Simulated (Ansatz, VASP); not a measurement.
## AlPt in VASP and in Ansatz

The input INCAR:

```
  PREC = Accurate
  ENCUT = 520
  EDIFF = 1E-7
  ISMEAR = 0
  SIGMA = 0.15
  LREAL = F
  LASPH = T
  NELM = 80
  ALGO = Fast
  ISIF = 2
  LWAVE = F
  LCHARG = F
  GGA = PS
  NBANDS = 36
```

Contents of KPOINTS:

```
regular mesh
0
Gamma
  8 8 8
```

POSCAR

```
AlPt
1.0
    4.8685043982      0.0000000000      0.0000000000
    0.0000000000      4.8685043982      0.0000000000
    0.0000000000      0.0000000000      4.8685043982
Al Pt
4 4
Direct
    0.8450383256      0.8450383256      0.8450383256
    0.6549616744      0.1549616744      0.3450383256
    0.3450383256      0.6549616744      0.1549616744
    0.1549616744      0.3450383256      0.6549616744
    0.1361944866      0.1361944866      0.1361944866
    0.3638055134      0.8638055134      0.6361944866
    0.6361944866      0.3638055134      0.8638055134
    0.8638055134      0.6361944866      0.3638055134
```

Input for Ansatz:

```yaml
crystal:
  lattice:
    - [4.8685043982, 0.0, 0.0]
    - [0.0, 4.8685043982, 0.0]
    - [0.0, 0.0, 4.8685043982]
  atoms:
    - { symbol: Al, position: [0.8450383256, 0.8450383256, 0.8450383256] }
    - { symbol: Al, position: [0.6549616744, 0.1549616744, 0.3450383256] }
    - { symbol: Al, position: [0.3450383256, 0.6549616744, 0.1549616744] }
    - { symbol: Al, position: [0.1549616744, 0.3450383256, 0.6549616744] }
    - { symbol: Pt, position: [0.1361944866, 0.1361944866, 0.1361944866] }
    - { symbol: Pt, position: [0.3638055134, 0.8638055134, 0.6361944866] }
    - { symbol: Pt, position: [0.6361944866, 0.3638055134, 0.8638055134] }
    - { symbol: Pt, position: [0.8638055134, 0.6361944866, 0.3638055134] }
basis:
  ecutwfc: 420
kpoints:
  mp_grid: { grid: [8, 8, 8] }
hamiltonian:
  xc: pbesol
scf:
  occupations: { method: gaussian, width: 0.15 }
output:
  forces: true
  stress: true
  eigenvalues: true
```

Change from the starting cell: mode 4 (98.1 1/cm) frozen in, largest displacement +0.150 Å.

Alike in both runs: task single point; functional PBEsol; k mesh 8 × 8 × 8; occupations gaussian, width 0.15 eV; no spin polarisation.

```csv
,VASP,Ansatz
version,VASP 6.6.1,Ansatz 0.2.0
potentials or method,"VASP PAW PBE potentials, release 64 (Al, Pt), cutoff 520 eV","scalar-relativistic, plane waves, PAW"
valence electrons in the cell,52,84
```

```csv
,VASP,Ansatz,Ansatz less VASP
gap on the k mesh at the Fermi level (eV),none,none,-
pressure (GPa),2.2,2.3,+0.07
rms of the force components (eV/Å),0.385,0.382,-0.0033
```

VASP's potentials were made for PBE, not for PBEsol. Atom by atom the forces differ by 0.003 eV/Å (rms over components). A gap of «none» marks a metal or a gap that the smearing closes. With one functional, cell and mesh, what is left measures potentials, basis and numerics. VASP's potentials hold 52 valence electrons a cell and Ansatz's 84, so a difference there can come from the potentials and not from the codes.

Neither program's run includes spin-orbit coupling.
